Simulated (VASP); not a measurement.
# Ti (R-3m) in VASP: notebook

Runs on Ti. Level: PBE. Tasks: single point.

Program: VASP 6.6.1. These are calculated values, not measurements. Logs are shortened: lines on timing, memory, paths and dates and some standing lists are left out, and cuts for length are marked.

## (1) The cell of the first run

The structure is trigonal, space group R-3m (No. 166). Conventional cell: a = 4.688 Å, b = 4.688 Å, c = 2.785 Å, α = 90.00°, β = 90.00°, γ = 120.00°. Ti (site symmetry -3m) has 14 Ti at 2.79 to 3.28 Å within 3.7 Å.

## (2) Single point, PBE (equal xy, yz and zx shear strains of -2 %)

INCAR reads:

```
SYSTEM = Ti
PREC = Accurate ; ENCUT = 520
EDIFF = 1E-6 ; ISMEAR = -1
SIGMA = 0.05 ; LREAL = .False.
LASPH = .True. ; NELM = 60
ALGO = Normal ; ISIF = 2
LWAVE = .False. ; LCHARG = .True.
GGA = PE ; LELF = .True.
LVHAR = .True. ; NBANDS = 12
```

KPOINTS reads:

```
Automatic mesh
0
Gamma
  14 14 14
  0 0 0
```

POSCAR reads:

```
Ti
1.0
   -1.6738200000      1.6410000000      1.6410000000
    1.6410000000     -1.6738200000      1.6410000000
    1.6410000000      1.6410000000     -1.6738200000
Ti
1
Direct
    0.0000000000      0.0000000000      0.0000000000
```

Potentials or basis: VASP PAW PBE potentials, release 64 (Ti_sv).

The run is started by

```
$ cat potpaw_PBE.64/Ti_sv/POTCAR > POTCAR
$ mpirun -np 1 vasp_std > vasp.out
```

OUTCAR:

```text
SYSTEM = Ti
   PREC = Accurate
   ENCUT = 520
   EDIFF = 1E-6
   ISMEAR = -1
   LREAL = .False.
   LASPH = .True.
   NELM = 60
   ISIF = 2
   GGA = PE

 ion  position               nearest neighbor table
   1  0.000  0.000  0.000-

  LATTYP: Found a trigonal (rhomboedric) cell.
 ALAT       =     2.8613694960
 COS(alpha) =    -0.3420602552

  Lattice vectors:

 A1 = (  -1.6738200000,   1.6410000000,   1.6410000000)
 A2 = (   1.6410000000,  -1.6738200000,   1.6410000000)
 A3 = (   1.6410000000,   1.6410000000,  -1.6738200000)

Analysis of symmetry for initial positions (statically):
=====================================================================
 Subroutine PRICEL returns:
 Original cell was already a primitive cell.

 Routine SETGRP: Setting up the symmetry group for a
 trigonal (rhombohedral) supercell.

 Subroutine GETGRP returns: Found 12 space group operations
 (whereof 12 operations were pure point group operations)
 out of a pool of 12 trial point group operations.

The static configuration has the point symmetry D_3d.

Analysis of symmetry for dynamics (positions and initial velocities):
=====================================================================
 Subroutine PRICEL returns:
 Original cell was already a primitive cell.

 Routine SETGRP: Setting up the symmetry group for a
 trigonal (rhombohedral) supercell.

 Subroutine GETGRP returns: Found 12 space group operations
 (whereof 12 operations were pure point group operations)
 out of a pool of 12 trial point group operations.

The dynamic configuration has the point symmetry D_3d.

 Subroutine INISYM returns: Found 12 space group operations
 (whereof 12 operations are pure point group operations),
 and found     1 'primitive' translations

----------------------------------------------------------------------------------------

                                     Primitive cell

  volume of cell :      17.6707

  direct lattice vectors                    reciprocal lattice vectors
    -1.673820000  1.641000000  1.641000000     0.006156643  0.307832149  0.307832149
     1.641000000 -1.673820000  1.641000000     0.307832149  0.006156643  0.307832149
     1.641000000  1.641000000 -1.673820000     0.307832149  0.307832149  0.006156643

  length of vectors
     2.861369496  2.861369496  2.861369496     0.435383932  0.435383932  0.435383932

  position of ions in fractional coordinates (direct lattice)
     0.000000000  0.000000000  0.000000000

  ion indices of the primitive-cell ions
   primitive index   ion index
                 1           1

----------------------------------------------------------------------------------------

 KPOINTS: Automatic mesh

Automatic generation of k-mesh.
 Grid dimensions read from file:
 generate k-points for:   14   14   14

 Generating k-lattice:

  Cartesian coordinates                     Fractional coordinates (reciprocal lattice)
     0.000439760  0.021988011  0.021988011     0.071428571  0.000000000  0.000000000
     0.021988011  0.000439760  0.021988011     0.000000000  0.071428571  0.000000000
     0.021988011  0.021988011  0.000439760     0.000000000  0.000000000  0.071428571

  Length of vectors
     0.031098852  0.031098852  0.031098852

  Shift w.r.t. Gamma in fractional coordinates (k-lattice)
     0.000000000  0.000000000  0.000000000

 Subroutine IBZKPT returns following result:
 ===========================================

 Found    288 irreducible k-points:

 Following reciprocal coordinates:
            Coordinates               Weight
  0.000000  0.000000  0.000000      1.000000
  0.071429 -0.000000 -0.000000      6.000000
  0.142857  0.000000  0.000000      6.000000
  0.214286 -0.000000 -0.000000      6.000000
  0.285714 -0.000000 -0.000000      6.000000
  0.357143 -0.000000 -0.000000      6.000000
[... 16 lines left out ...]
  0.214286  0.142857 -0.000000     12.000000
  0.285714  0.142857 -0.000000     12.000000
 [... further k-points ...]
   k-points           NKPTS =    288   k-points in BZ     NKDIM =    288   number of bands    NBANDS=     12
   number of dos      NEDOS =    301   number of ions     NIONS =      1
   total plane-waves  NPLWV =  13824
   dimension x,y,z NGX =    24 NGY =   24 NGZ =   24
   dimension x,y,z NGXF=    48 NGYF=   48 NGZF=   48
   ions per type =               1
   NGX,Y,Z   is equivalent  to a cutoff of  13.94, 13.94, 13.94 a.u.
   NGXF,Y,Z  is equivalent  to a cutoff of  27.89, 27.89, 27.89 a.u.
 SYSTEM =  Ti
   PREC   = accura    normal or accurate (medium, high low for compatibility)
   ISTART =      0    job   : 0-new  1-cont  2-samecut
   ICHARG =      2    charge: 1-file 2-atom 10-const
   ISPIN  =      1    spin polarized calculation?
   LNONCOLLINEAR =      F non collinear calculations
   LSORBIT =      F    spin-orbit coupling
   LASPH  =      T    aspherical Exc in radial PAW
   ENCUT  =  520.0 eV  38.22 Ry    6.18 a.u.   5.32  5.32  5.32*2*pi/ulx,y,z
   NELM   =     60;   NELMIN=  2; NELMDL= -5     # of ELM steps
   EDIFF  = 0.1E-05   stopping-criterion for ELM
   LREAL  =      F    real-space projection
   EDIFFG = 0.1E-04   stopping-criterion for IOM
   NSW    =      0    number of steps for IOM
   IBRION =     -1    ionic relax: 0-MD 1-quasi-New 2-CG
   NFREE  =      0    steps in history (QN), initial steepest desc. (CG)
   ISIF   =      2    stress and relaxation
   ISYM   =      2    0-nonsym 1-usesym 2-fastsym
   POTIM  = 0.5000    time-step for ionic-motion
   TEBEG  =    0.0;   TEEND  =   0.0 temperature during run
   PSTRESS=    0.0 pullay stress
   NELECT =      12.0000    total number of electrons
   NUPDOWN=      -1.0000    fix difference up-down
   EMIN   =  10.00;   EMAX   =-10.00  energy-range for DOS
   EFERMI =   0.00;   METHOD = LEGACY
   ISMEAR =    -1;   SIGMA  =   0.05  broadening in eV -4-tet -1-fermi 0-gaus
   EFERMI_NEDOS =   21; number of points for ismear=-14 and -15
   IALGO  =     38    algorithm
   IMIX   =      4    mixing-type and parameters
     AMIX     =   0.40;   BMIX     =  1.00
     AMIX_MAG =   1.60;   BMIX_MAG =  1.00
  volume/ion in A,a.u.               =      17.67       119.25
  Fermi-wavevector in a.u.,A,eV,Ry     =   1.438966  2.719251 28.172520  2.070622
  Thomas-Fermi vector in A             =   2.557874
   LORBIT       =      0    0 simple, 1 ext, 2 COOP (PROOUT), +10 PAW based schemes
   GGA     = PE    functional components
   LHFCALC =     F    Hartree Fock is set to
   AEXX    =    0.0000 exact exchange contribution
   IVDW    =     0    specifies the selected vdW correction
   LEPSILON=     F    determine dielectric tensor
   LRPA    =     F    only Hartree local field effects (RPA)
 non-spin polarized calculation
  energy-cutoff  :      520.00
  volume of cell :       17.67
 maximum number of plane-waves:       488
 NGX is ok and might be reduce to    24
   NGX = 11   NGY = 11   NGZ = 11

 number of electron      12.0000000 magnetization

 Free energy of the ion-electron system (eV)
  ---------------------------------------------------
  ext. energy  EPLUGINS =         0.00000000
  ---------------------------------------------------
  free energy    TOTEN  =        -7.72760153 eV

  energy without entropy =       -7.70718854  energy(sigma->0) =       -7.71739503

 E-fermi :   7.9027     XC(G=0): -11.4123

 val. band max:        7.9021054921   @ k =  -0.2857   0.3571   0.0714
 cond. band min:       7.9043215732   @ k =  -0.3571   0.0714   0.0000
 fundamental gap:      0.0022160812
 Fermi energy:         7.9027132209

 k-point     1 :       0.0000    0.0000    0.0000
  band No.  band energies     occupation
      1     -48.6580      2.00000
      2     -24.5476      2.00000
      3     -24.5476      2.00000
      4     -24.5027      2.00000
      5       1.9936      2.00000
      6       8.6839      0.00000
      7       8.9672      0.00000
      8       8.9672      0.00000
      9      10.6136      0.00000
     10      10.6136      0.00000
     11      24.8012      0.00000
     12      25.3903      0.00000

 k-point     2 :       0.0714   -0.0000   -0.0000
  band No.  band energies     occupation
      1     -48.6516      2.00000
      2     -24.5667      2.00000
      3     -24.5475      2.00000
      4     -24.5290      2.00000
      5       2.1691      2.00000
      6       8.7551      0.00000
      7       8.8875      0.00000
      8       9.0174      0.00000
      9      10.5062      0.00000
     10      10.6114      0.00000
     11      24.8423      0.00000
     12      25.1136      0.00000

 k-point     3 :       0.1429    0.0000    0.0000
  band No.  band energies     occupation
      1     -48.6334      2.00000
      2     -24.6487      2.00000
      3     -24.5731      2.00000
      4     -24.5474      2.00000
      5       2.6752      2.00000
      6       8.6705      0.00000
      7       8.7650      0.00000
      8       9.3076      0.00000
      9      10.2960      0.00000
     10      10.6131      0.00000
     11      24.2224      0.00000
     12      24.6944      0.00000
[... 286 lines left out ...]
 k-point    23 :       0.2143    0.1429   -0.0000
  band No.  band energies     occupation
      1     -48.5648      2.00000
      2     -24.9792      2.00000
      3     -24.6702      2.00000
      4     -24.5785      2.00000
      5       4.7790      2.00000
      6       7.9099      0.92811
      7       8.1131      0.02932
      8      10.1354      0.00000
      9      10.8126      0.00000
     10      11.1000      0.00000
     11      20.7921      0.00000
     12      21.8354      0.00000

 k-point    24 :       0.2857    0.1429   -0.0000
  band No.  band energies     occupation
      1     -48.5416      2.00000
      2     -25.0760      2.00000
      3     -24.7239      2.00000
      4     -24.5816      2.00000
      5       5.5286      2.00000
      6       7.6731      1.97994
      7       8.0288      0.14883
      8      10.3105      0.00000
      9      10.8842      0.00000
     10      11.9426      0.00000
     11      18.8412      0.00000
     12      20.9867      0.00000

 [... further k-points ...]

------------------------ aborting loop because EDIFF is reached ----------------------------------------

  FORCE on cell =-STRESS in cart. coord.  units (eV):
  Direction    XX          YY          ZZ          XY          YZ          ZX
  --------------------------------------------------------------------------------------
  -------------------------------------------------------------------------------------
  Total       -0.2884257     -0.2884257     -0.2884257      0.0754070      0.0754070      0.0754070
  in kB      -26.1510968    -26.1510968    -26.1510968      6.8370300      6.8370300      6.8370300
  external PRESSURE =     -26.1510968 kB  Pullay stress =       0.0000000 kB

 VOLUME and BASIS-vectors are now :
 -----------------------------------------------------------------------------
  energy-cutoff  :      520.00
  volume of cell :       17.67
      direct lattice vectors                 reciprocal lattice vectors
    -1.673820000  1.641000000  1.641000000     0.006156643  0.307832149  0.307832149
     1.641000000 -1.673820000  1.641000000     0.307832149  0.006156643  0.307832149
     1.641000000  1.641000000 -1.673820000     0.307832149  0.307832149  0.006156643

 POSITION                                       TOTAL-FORCE (eV/Angst)
 -----------------------------------------------------------------------------------
      0.00000      0.00000      0.00000         0.000000      0.000000     -0.000000
 -----------------------------------------------------------------------------------
    total drift:                                0.000000      0.000000      0.000000

  FREE ENERGIE OF THE ION-ELECTRON SYSTEM (eV)
  ---------------------------------------------------
  free  energy   TOTEN  =        -7.7276015259 eV

  energy  without entropy=       -7.7071885439  energy(sigma->0) =       -7.71739503
```

Wall time 26 s (1 thread of AMD EPYC 9R45 (Zen 5), shared host); peak memory 0.15 GiB.

Results:

```
Free energy            : -7.7276 eV
Pressure               : -2.6 GPa
Band gap on the k mesh : zero (bands 6 and 7 overlap by 1.55 eV)
```

Caveat: the cell differs from its parent crystal (equal xy, yz and zx shear strains of -2 %).

## (3) Single point, PBE (equal xy, yz and zx shear strains of +1 %)

INCAR reads:

```
SYSTEM = Ti
PREC = Accurate
ENCUT = 520
EDIFF = 1E-6
ISMEAR = -1
SIGMA = 0.05
LREAL = .False.
LASPH = .True.
NELM = 60
ALGO = Normal
ISIF = 2
LWAVE = .False.
LCHARG = .False.
GGA = PE
NBANDS = 12
```

KPOINTS is that of step 2.

POSCAR reads:

```
Ti
1.0
   -1.6245900000      1.6410000000      1.6410000000
    1.6410000000     -1.6245900000      1.6410000000
    1.6410000000      1.6410000000     -1.6245900000
Ti
1
Direct
    0.0000000000      0.0000000000      0.0000000000
```

Potentials or basis: VASP PAW PBE potentials, release 64 (Ti_sv).

The run is started by

```
$ cat potpaw_PBE.64/Ti_sv/POTCAR > POTCAR
$ mpirun -np 1 vasp_std > vasp.out
```

Run time: 25 s. Hardware: 1 thread of AMD EPYC 9R45 (Zen 5), shared host; peak memory 0.15 GiB.

Results (log left out):

* Free energy: -7.7292 eV
* Pressure: -2.6 GPa
* Band gap on the k mesh: zero (bands 6 and 7 overlap by 1.56 eV)

Stress tensor (GPa, compression positive):
```
-2.61 -0.41 -0.41
-0.41 -2.61 -0.41
-0.41 -0.41 -2.61
```

Levels at points of the mesh, in eV from the Fermi level:
| k point | band 4 | band 5 | band 6 | band 7 | band 8 | band 9 |
| --- | --- | --- | --- | --- | --- | --- |
| (0.00, 0.00, 0.00) | -32.43 | -5.91 | 0.93 | 0.93 | 1.08 | 2.70 |
| (0.50, 0.00, 0.00) | -32.44 | -2.41 | -0.39 | 1.03 | 2.71 | 3.06 |
| (0.50, 0.50, 0.00) | -32.44 | -2.40 | -0.36 | 1.17 | 2.66 | 2.99 |
| (0.50, 0.50, 0.50) | -32.85 | -2.04 | -2.04 | 3.75 | 3.88 | 3.88 |

Caveat: the cell differs from its parent crystal (equal xy, yz and zx shear strains of +1 %).
